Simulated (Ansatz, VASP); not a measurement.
# InP in VASP and in Ansatz

The input INCAR:

```
PREC = Accurate ; ENCUT = 500
EDIFF = 1E-6 ; ISMEAR = 0
SIGMA = 0.05 ; LREAL = F
LASPH = T ; NELM = 120
ALGO = Normal ; ISIF = 2
LWAVE = F ; LCHARG = F
GGA = PS ; NBANDS = 16
GGA_COMPAT = F
```

KPOINTS

```
regular mesh
0
Gamma
  8 8 8
```

File POSCAR:

```
InP
1.0
    0.0000000000      2.7459685932      2.7459685932
    2.7459685932      0.0000000000      2.7459685932
    2.7459685932      2.7459685932      0.0000000000
In P
1 1
Direct
    0.0000000000      0.0000000000      0.0000000000
    0.5000000000      0.5000000000      0.5000000000
```

Input for Ansatz:

```yaml
crystal:
  lattice:
    - [0.0, 2.7459685932, 2.7459685932]
    - [2.7459685932, 0.0, 2.7459685932]
    - [2.7459685932, 2.7459685932, 0.0]
  atoms:
    - { symbol: In, position: [0.0, 0.0, 0.0] }
    - { symbol: P, position: [0.5, 0.5, 0.5] }
basis:
  ecutwfc: 420
  ecutrho_ratio: 4
kpoints:
  mp_grid: { grid: [8, 8, 8] }
hamiltonian:
  xc: pbesol
scf:
  occupations: { method: gaussian, width: 0.05 }
output:
  forces: true
  stress: true
  eigenvalues: true
```

Alike in both runs: task single point; functional PBEsol; k mesh 8 × 8 × 8; occupations gaussian, width 0.05 eV; no spin polarisation.

```csv
,VASP,Ansatz
version,VASP 6.6.1,Ansatz 0.2.0
potentials or method,"VASP PAW PBE potentials, release 64 (In_d, P), cutoff 500 eV","scalar-relativistic, plane waves, PAW"
valence electrons in the cell,18,18
```

|  | VASP | Ansatz | Ansatz less VASP |
| --- | --- | --- | --- |
| gap on the k mesh at the Fermi level (eV) | none | none | - |
| pressure (GPa) | -1.6 | -1.6 | -0.04 |

VASP's potentials were made for PBE, not for PBEsol. A gap of «none» marks a metal or a gap that the smearing closes. The functional is the same, so the differences come from potentials, cutoffs and numerics.
